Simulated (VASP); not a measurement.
InSe: single point with PBEsol

Crystal: InSe.

```xyz
8
Lattice="4.0065 0.0000 0.0000 -2.0033 3.4698 0.0000 0.0000 0.0000 16.9935" Properties=species:S:1:pos:R:3 pbc="T T T"
In    2.0033    1.1566   14.1334
In    0.0000    2.3132    5.6366
In    2.0033    1.1566   11.3569
In    0.0000    2.3132    2.8602
Se    2.0033    1.1566    6.9147
Se    0.0000    2.3132   15.4115
Se    2.0033    1.1566    1.5820
Se    0.0000    2.3132   10.0788
```

```yaml
Program: VASP 6.6.1
Task: single point
Functional: PBEsol
Potentials_or_basis: VASP PAW PBE potentials, release 64 (In_d, Se)
Cutoff: 520 eV
k_mesh: 8 × 8 × 2
Occupations: fermi-dirac, width 0.05 eV
Spin: no spin polarisation
Dipole_correction: no
Further_INCAR_settings: ALGO = Normal; EDIFF = 1e-06; NBANDS = 48
```

```
Pressure               : 0.1 GPa
Largest force          : 0.022 eV/Å
Band gap on the k mesh : 0.42 eV
```

Forces in eV/Å, atoms in the order of the input:
```
In   0.000  0.000 -0.020
In   0.000  0.000 -0.020
In   0.000  0.000  0.020
In   0.000  0.000  0.020
Se   0.000  0.000  0.022
Se   0.000  0.000  0.022
Se   0.000  0.000 -0.022
Se   0.000  0.000 -0.022
```

Levels at points of the mesh, in eV from the valence-band top:
| k point | band 36 | band 37 | band 38 | band 39 | band 40 | band 41 |
| --- | --- | --- | --- | --- | --- | --- |
| (0.00, 0.00, 0.00) | -1.05 | -1.05 | 0.00 | 0.42 | 1.66 | 2.10 |
| (0.50, 0.00, 0.00) | -2.00 | -1.98 | -1.38 | 1.21 | 1.22 | 1.87 |
| (0.00, 0.00, 0.50) | -1.08 | -0.87 | -0.87 | 1.21 | 1.21 | 2.10 |
| (0.50, 0.00, 0.50) | -2.05 | -1.69 | -1.69 | 1.47 | 1.47 | 1.62 |

Run time: 3.5 min on 1 thread of Intel(R) Xeon(R) Platinum 8488C (Sapphire Rapids), with other jobs on the host, peak memory 0.43 GiB.

Caveat: the PAW data sets were made with another functional, which shifts forces and pressure a little; spin-orbit coupling is left out, which moves the levels of the heavy elements; this functional lacks dispersion, which binds the layers, so the pressure and a relaxed spacing across them are unreliable.
